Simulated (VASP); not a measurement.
# Cu (P2_1/m) in VASP: further runs

Cu is run at these levels: PBE; tasks: single point.

Program: VASP 6.6.1. These are calculated values, not measurements. Logs are shortened: lines on timing, memory, paths and dates and some standing lists are left out, and cuts for length are marked.

### 1 The cell of the first run

Symmetry: P2_1/m, No. 11, monoclinic system. Conventional cell: a = 2.378 Å, b = 2.514 Å, c = 4.048 Å, α = 90.00°, β = 107.08°, γ = 90.00°. Cu (site symmetry m) has 12 Cu at 2.29 to 3.05 Å within 3.1 Å.

### 2 Single point, PBE (atoms displaced along a vibrational mode, the cell strained)

Input file INCAR:

```
PREC = Accurate
ENCUT = 520
EDIFF = 1E-6
ISMEAR = 0
SIGMA = 0.15
LREAL = F
LASPH = T
NELM = 60
ALGO = Fast
ISIF = 2
LWAVE = F
LCHARG = T
GGA = PE
LELF = T
LVHAR = T
NBANDS = 18
```

Input file KPOINTS:

```
Automatic mesh
0
Gamma
  18 18 18
```

Input file POSCAR:

```
Cu
1.0
    1.1890956427     -3.8696505880      0.0000000000
    1.1890956427      3.8696505880      0.0000000000
    0.0000000000      0.0000000000      2.5142119659
Cu
2
Direct
    0.0210080975      0.7529377565      0.2500000000
    0.9789919025      0.2470622435      0.7500000000
```

Potentials or basis: VASP PAW PBE potentials, release 64 (Cu).

Started as:

```
> cat potpaw_PBE.64/Cu/POTCAR > POTCAR
> mpirun -np 1 vasp_std > vasp.out
```

OUTCAR:

```text
PREC = Accurate
   ENCUT = 520
   EDIFF = 1E-6
   ISMEAR = 0
   LREAL = F
   LASPH = T
   NELM = 60
   ISIF = 2
   GGA = PE

 ion  position               nearest neighbor table
   1  0.021  0.753  0.250-   2 2.29   2 2.29   2 2.48   2 2.48   2 2.79   2 2.79
   2  0.979  0.247  0.750-   1 2.29   1 2.29   1 2.48   1 2.48   1 2.79   1 2.79

  LATTYP: Found a base centered orthorhombic cell.
 ALAT       =     2.3781912854
 B/A-ratio  =     3.2542803531
 C/A-ratio  =     1.0571950126

  Lattice vectors:

 A1 = (   1.1890956427,  -3.8696505880,   0.0000000000)
 A2 = (   1.1890956427,   3.8696505880,   0.0000000000)
 A3 = (   0.0000000000,   0.0000000000,   2.5142119659)

Analysis of symmetry for initial positions (statically):
=====================================================================
 Subroutine PRICEL returns:
 Original cell was already a primitive cell.

 Routine SETGRP: Setting up the symmetry group for a
 base centered orthorhombic supercell.

 Subroutine GETGRP returns: Found  4 space group operations
 (whereof  2 operations were pure point group operations)
 out of a pool of  8 trial point group operations.

The static configuration has the point symmetry S_2 .
 The point group associated with its full space group is C_2h.

Analysis of symmetry for dynamics (positions and initial velocities):
=====================================================================
 Subroutine PRICEL returns:
 Original cell was already a primitive cell.

 Routine SETGRP: Setting up the symmetry group for a
 base centered orthorhombic supercell.

 Subroutine GETGRP returns: Found  4 space group operations
 (whereof  2 operations were pure point group operations)
 out of a pool of  8 trial point group operations.

The dynamic configuration has the point symmetry S_2 .
 The point group associated with its full space group is C_2h.

 Subroutine INISYM returns: Found  4 space group operations
 (whereof  2 operations are pure point group operations),
 and found     1 'primitive' translations

----------------------------------------------------------------------------------------

                                     Primitive cell

  volume of cell :      23.1377

  direct lattice vectors                    reciprocal lattice vectors
     1.189095643 -3.869650588  0.000000000     0.420487623 -0.129210632  0.000000000
     1.189095643  3.869650588  0.000000000     0.420487623  0.129210632  0.000000000
     0.000000000  0.000000000  2.514211966     0.000000000  0.000000000  0.397738939

  length of vectors
     4.048227281  4.048227281  2.514211966     0.439892292  0.439892292  0.397738939

  position of ions in fractional coordinates (direct lattice)
     0.021008098  0.752937757  0.250000000
     0.978991902  0.247062243  0.750000000

  ion indices of the primitive-cell ions
   primitive index   ion index
                 1           1
                 2           2

----------------------------------------------------------------------------------------

 KPOINTS: Automatic mesh

Automatic generation of k-mesh.
 Grid dimensions read from file:
 generate k-points for:   18   18   18

 Generating k-lattice:

  Cartesian coordinates                     Fractional coordinates (reciprocal lattice)
     0.023360423 -0.007178368  0.000000000     0.055555556  0.000000000  0.000000000
     0.023360423  0.007178368  0.000000000     0.000000000  0.055555556  0.000000000
     0.000000000  0.000000000  0.022096608     0.000000000  0.000000000  0.055555556

  Length of vectors
     0.024438461  0.024438461  0.022096608

  Shift w.r.t. Gamma in fractional coordinates (k-lattice)
     0.000000000  0.000000000  0.000000000

 Subroutine IBZKPT returns following result:
 ===========================================

 Found   1640 irreducible k-points:

 Following reciprocal coordinates:
            Coordinates               Weight
  0.000000  0.000000  0.000000      1.000000
  0.055556  0.000000  0.000000      2.000000
  0.000000  0.055556  0.000000      2.000000
  0.111111  0.000000  0.000000      2.000000
  0.000000  0.111111  0.000000      2.000000
  0.166667  0.000000  0.000000      2.000000
[... 16 lines left out ...]
  0.166667  0.055556  0.000000      2.000000
  0.055556  0.166667  0.000000      2.000000
 [... further k-points ...]
   k-points           NKPTS =   1640   k-points in BZ     NKDIM =   1640   number of bands    NBANDS=     18
   number of dos      NEDOS =    301   number of ions     NIONS =      2
   total plane-waves  NPLWV =  18000
   dimension x,y,z NGX =    30 NGY =   30 NGZ =   20
   dimension x,y,z NGXF=    60 NGYF=   60 NGZF=   40
   ions per type =               2
   NGX,Y,Z   is equivalent  to a cutoff of  12.32, 12.32, 13.22 a.u.
   NGXF,Y,Z  is equivalent  to a cutoff of  24.64, 24.64, 26.45 a.u.
 SYSTEM =  unknown system
   PREC   = accura    normal or accurate (medium, high low for compatibility)
   ISTART =      0    job   : 0-new  1-cont  2-samecut
   ICHARG =      2    charge: 1-file 2-atom 10-const
   ISPIN  =      1    spin polarized calculation?
   LNONCOLLINEAR =      F non collinear calculations
   LSORBIT =      F    spin-orbit coupling
   LASPH  =      T    aspherical Exc in radial PAW
   ENCUT  =  520.0 eV  38.22 Ry    6.18 a.u.   7.53  7.53  4.67*2*pi/ulx,y,z
   NELM   =     60;   NELMIN=  2; NELMDL= -5     # of ELM steps
   EDIFF  = 0.1E-05   stopping-criterion for ELM
   LREAL  =      F    real-space projection
   EDIFFG = 0.1E-04   stopping-criterion for IOM
   NSW    =      0    number of steps for IOM
   IBRION =     -1    ionic relax: 0-MD 1-quasi-New 2-CG
   NFREE  =      0    steps in history (QN), initial steepest desc. (CG)
   ISIF   =      2    stress and relaxation
   ISYM   =      2    0-nonsym 1-usesym 2-fastsym
   POTIM  = 0.5000    time-step for ionic-motion
   TEBEG  =    0.0;   TEEND  =   0.0 temperature during run
   PSTRESS=    0.0 pullay stress
   NELECT =      22.0000    total number of electrons
   NUPDOWN=      -1.0000    fix difference up-down
   EMIN   =  10.00;   EMAX   =-10.00  energy-range for DOS
   EFERMI =   0.00;   METHOD = LEGACY
   ISMEAR =     0;   SIGMA  =   0.15  broadening in eV -4-tet -1-fermi 0-gaus
   EFERMI_NEDOS =   21; number of points for ismear=-14 and -15
   IALGO  =     68    algorithm
   IMIX   =      4    mixing-type and parameters
     AMIX     =   0.40;   BMIX     =  1.00
     AMIX_MAG =   1.60;   BMIX_MAG =  1.00
  volume/ion in A,a.u.               =      11.57        78.07
  Fermi-wavevector in a.u.,A,eV,Ry     =   1.609814  3.042107 35.259494  2.591500
  Thomas-Fermi vector in A             =   2.705464
   LORBIT       =      0    0 simple, 1 ext, 2 COOP (PROOUT), +10 PAW based schemes
   GGA     = PE    functional components
   LHFCALC =     F    Hartree Fock is set to
   AEXX    =    0.0000 exact exchange contribution
   IVDW    =     0    specifies the selected vdW correction
   LEPSILON=     F    determine dielectric tensor
   LRPA    =     F    only Hartree local field effects (RPA)
 non-spin polarized calculation
 RMM-DIIS sequential band-by-band and
 Gauss-broadening in eV      SIGMA  =   0.15
  energy-cutoff  :      520.00
  volume of cell :       23.14
 maximum number of plane-waves:       642
   NGX = 15   NGY = 15   NGZ =  9

 number of electron      21.9999990 magnetization

 Free energy of the ion-electron system (eV)
  ---------------------------------------------------
  ext. energy  EPLUGINS =         0.00000000
  ---------------------------------------------------
  free energy    TOTEN  =        -6.92972567 eV

  energy without entropy =       -6.92359959  energy(sigma->0) =       -6.92666263

 E-fermi :   7.8434     XC(G=0): -12.8031

 val. band max:        7.8394228153   @ k =   0.2222   0.4444   0.0000
 cond. band min:       7.8506897736   @ k =   0.1111   0.5000  -0.3333
 fundamental gap:      0.0112669583
 Fermi energy:         7.8434263805

 k-point     1 :       0.0000    0.0000    0.0000
  band No.  band energies     occupation
      1      -1.6523      2.00000
      2       2.6593      2.00000
      3       3.4181      2.00000
      4       3.6892      2.00000
      5       4.3761      2.00000
      6       5.1593      2.00000
[... 10 lines left out ...]
     17      27.1084      0.00000
     18      30.8243      0.00000

 k-point     2 :       0.0556    0.0000    0.0000
  band No.  band energies     occupation
      1      -1.5588      2.00000
      2       2.6941      2.00000
      3       3.4593      2.00000
      4       3.7125      2.00000
      5       4.3822      2.00000
      6       5.1516      2.00000
[... 10 lines left out ...]
     17      27.3270      0.00000
     18      30.8580      0.00000

 k-point     3 :       0.0000    0.0556    0.0000
  band No.  band energies     occupation
      1      -1.5575      2.00000
      2       2.6944      2.00000
      3       3.4473      2.00000
      4       3.7278      2.00000
      5       4.3929      2.00000
      6       5.1488      2.00000
[... 10 lines left out ...]
     17      27.3395      0.00000
     18      30.8195      0.00000

 k-point     4 :       0.1111    0.0000    0.0000
  band No.  band energies     occupation
      1      -1.2814      2.00000
      2       2.7878      2.00000
      3       3.5734      2.00000
      4       3.7857      2.00000
      5       4.3991      2.00000
      6       5.1017      2.00000
[... 10 lines left out ...]
     17      27.4571      0.00000
     18      31.0305      0.00000

 k-point     5 :       0.0000    0.1111    0.0000
  band No.  band energies     occupation
      1      -1.2755      2.00000
      2       2.7945      2.00000
      3       3.5271      2.00000
      4       3.8375      2.00000
      5       4.4423      2.00000
      6       5.1089      2.00000
[... 10 lines left out ...]
     17      27.4737      0.00000
     18      31.0135      0.00000

 k-point     6 :       0.1667    0.0000    0.0000
  band No.  band energies     occupation
      1      -0.8311      2.00000
      2       2.9132      2.00000
      3       3.7116      2.00000
      4       3.9183      2.00000
      5       4.4223      2.00000
      6       4.8833      2.00000
[... 10 lines left out ...]
     17      27.5923      0.00000
     18      31.2818      0.00000

 k-point     7 :       0.0000    0.1667    0.0000
  band No.  band energies     occupation
      1      -0.8149      2.00000
      2       2.9462      2.00000
      3       3.6292      2.00000
      4       3.9965      2.00000
      5       4.5207      2.00000
      6       4.9988      2.00000
[... 10 lines left out ...]
     17      27.6488      0.00000
     18      31.3327      0.00000

 k-point     8 :       0.2222    0.0000    0.0000
  band No.  band energies     occupation
      1      -0.2297      2.00000
      2       3.0329      2.00000
      3       3.7906      2.00000
      4       4.0448      2.00000
      5       4.4452      2.00000
      6       4.8068      2.00000
[... 10 lines left out ...]
     17      27.7628      0.00000
     18      31.5660      0.00000
[... 229 lines left out ...]
     17      30.6506      0.00000
     18      30.7816      0.00000

 k-point    20 :       0.0556    0.0556    0.0000
  band No.  band energies     occupation
      1      -1.3108      2.00000
      2       2.7931      2.00000
      3       3.5484      2.00000
      4       3.8050      2.00000
      5       4.4087      2.00000
      6       5.1214      2.00000
[... 10 lines left out ...]
     17      27.4499      0.00000
     18      31.1244      0.00000

 k-point    21 :       0.1111    0.0556    0.0000
  band No.  band energies     occupation
      1      -0.8889      2.00000
      2       2.9274      2.00000
      3       3.6847      2.00000
      4       3.9200      2.00000
      5       4.4318      2.00000
      6       4.9637      2.00000
[... 10 lines left out ...]
     17      27.5808      0.00000
     18      31.5174      0.00000

 k-point    22 :       0.0556    0.1111    0.0000
  band No.  band energies     occupation
      1      -0.8834      2.00000
      2       2.9393      2.00000
      3       3.6536      2.00000
      4       3.9492      2.00000
      5       4.4650      2.00000
      6       5.0026      2.00000
[... 10 lines left out ...]
     17      27.6001      0.00000
     18      31.5370      0.00000

 k-point    23 :       0.1667    0.0556    0.0000
  band No.  band energies     occupation
      1      -0.3111      2.00000
      2       3.0640      2.00000
      3       3.7610      2.00000
      4       4.0378      2.00000
      5       4.4560      2.00000
      6       4.8689      2.00000
[... 10 lines left out ...]
     17      27.7507      0.00000
     18      31.9473      0.00000

 k-point    24 :       0.0556    0.1667    0.0000
  band No.  band energies     occupation
      1      -0.2918      2.00000
      2       3.1166      2.00000
      3       3.7068      2.00000
      4       4.0982      2.00000
      5       4.5462      2.00000
      6       4.9047      2.00000
[... 10 lines left out ...]
     17      27.8208      0.00000
     18      32.0399      0.00000

 [... further k-points ...]

------------------------ aborting loop because EDIFF is reached ----------------------------------------

  FORCE on cell =-STRESS in cart. coord.  units (eV):
  Direction    XX          YY          ZZ          XY          YZ          ZX
  --------------------------------------------------------------------------------------
  -------------------------------------------------------------------------------------
  Total        2.2295019      3.0364373      1.8118873      1.9784635      0.0000000      0.0000000
  in kB      154.3824774    210.2589413    125.4646390    136.9992517      0.0000000      0.0000000
  external PRESSURE =     163.3686859 kB  Pullay stress =       0.0000000 kB

 VOLUME and BASIS-vectors are now :
 -----------------------------------------------------------------------------
  energy-cutoff  :      520.00
  volume of cell :       23.14
      direct lattice vectors                 reciprocal lattice vectors
     1.189095643 -3.869650588  0.000000000     0.420487623 -0.129210632  0.000000000
     1.189095643  3.869650588  0.000000000     0.420487623  0.129210632  0.000000000
     0.000000000  0.000000000  2.514211966     0.000000000  0.000000000  0.397738939

 POSITION                                       TOTAL-FORCE (eV/Angst)
 -----------------------------------------------------------------------------------
      0.92030      2.83231      0.62855         0.498642      1.380711     -0.000000
      1.45790     -2.83231      1.88566        -0.498642     -1.380711      0.000000
 -----------------------------------------------------------------------------------
    total drift:                               -0.000000     -0.000000      0.000000

  FREE ENERGIE OF THE ION-ELECTRON SYSTEM (eV)
  ---------------------------------------------------
  free  energy   TOTEN  =        -6.9297256701 eV

  energy  without entropy=       -6.9235995902  energy(sigma->0) =       -6.92666263
```

Run time: 21 min. Hardware: 1 thread of Oxide Virtual Turin-like, shared host; peak memory 0.58 GiB.

What came out:

| Item | Value |
| --- | --- |
| Free energy | -6.9297 eV |
| Pressure | 16.3 GPa |
| Largest force | 1.468 eV/Å |
| Band gap on the k mesh | zero (bands 11 and 12 overlap by 6.97 eV) |

Forces on the atoms (eV/Å):
```
Cu   0.499  1.381  0.000
Cu  -0.499 -1.381  0.000
```

Caveat: the cell differs from its parent crystal (atoms displaced along a vibrational mode, the cell strained); the stress differs along the axes, from 13 to 21 GPa; forces of over 1 eV/Å act on the atoms, so gaps and moduli don't describe the material at rest.

(Part 1 of 2 ends here.)
